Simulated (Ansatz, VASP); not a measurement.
## One calculation of Mg3CdTe4, two programs

File INCAR:

```
PREC = Accurate ; ENCUT = 520
EDIFF = 1E-7 ; ISMEAR = 0
SIGMA = 0.02 ; LREAL = F
LASPH = T ; NELM = 60
ALGO = Normal ; ISIF = 2
LWAVE = F ; LCHARG = F
GGA = PE ; IBRION = 2
NSW = 50 ; EDIFFG = -0.01
```

KPOINTS

```
regular mesh
0
Gamma
  4 4 4
```

File POSCAR:

```
Mg3CdTe4
1.0
    6.4699541223      0.0000000000      0.0000000000
    0.0000000000      6.4699541223      0.0000000000
    0.0000000000      0.0000000000      6.4699541223
Mg Cd Te
3 1 4
Direct
    0.0000000000      0.0000000000      0.5000000000
    0.0000000000      0.5000000000      0.0000000000
    0.5000000000      0.0000000000      0.0000000000
    0.5000000000      0.5000000000      0.5000000000
    0.7531251698      0.7531251698      0.7531251698
    0.7531251698      0.2468748302      0.2468748302
    0.2468748302      0.7531251698      0.2468748302
    0.2468748302      0.2468748302      0.7531251698
```

Input for Ansatz:

```yaml
crystal:
  lattice:
    - [6.4699541223, 0.0, 0.0]
    - [0.0, 6.4699541223, 0.0]
    - [0.0, 0.0, 6.4699541223]
  atoms:
    - { symbol: Mg, position: [0.0, 0.0, 0.5] }
    - { symbol: Mg, position: [0.0, 0.5, 0.0] }
    - { symbol: Mg, position: [0.5, 0.0, 0.0] }
    - { symbol: Cd, position: [0.5, 0.5, 0.5] }
    - { symbol: Te, position: [0.7531251698, 0.7531251698, 0.7531251698] }
    - { symbol: Te, position: [0.7531251698, 0.2468748302, 0.2468748302] }
    - { symbol: Te, position: [0.2468748302, 0.7531251698, 0.2468748302] }
    - { symbol: Te, position: [0.2468748302, 0.2468748302, 0.7531251698] }
basis:
  ecutwfc: 420
kpoints:
  mp_grid: { grid: [4, 4, 4] }
hamiltonian:
  xc: pbe
scf:
  occupations: { method: gaussian, width: 0.02 }
output:
  forces: true
  stress: true
  eigenvalues: true
relax:
  adjacent_minimum: "off"
  f_tol: 0.01
  max_steps: 30
```

Alike in both runs: task relaxation of the atoms; functional PBE; k mesh 4 × 4 × 4; occupations gaussian, width 0.02 eV; no spin polarisation.

```csv
,VASP,Ansatz
version,VASP 6.6.1,Ansatz 0.2.0
potentials or method,"VASP PAW PBE potentials, release 64 (Mg, Cd, Te), cutoff 520 eV","scalar-relativistic, plane waves, PAW"
valence electrons in the cell,42,114
```

VASP gave:

* gap on the k mesh at the Fermi level, each at its own relaxed structure (eV): 1.87

Estimate Ansatz's values.

gap on the k mesh at the Fermi level, each at its own relaxed structure (eV): 1.88.

VASP's potentials hold 42 valence electrons a cell and Ansatz's 114, so a difference there can come from the potentials and not from the codes. Ansatz's warnings: stress scf threshold loose.

Neither program's run includes spin-orbit coupling.
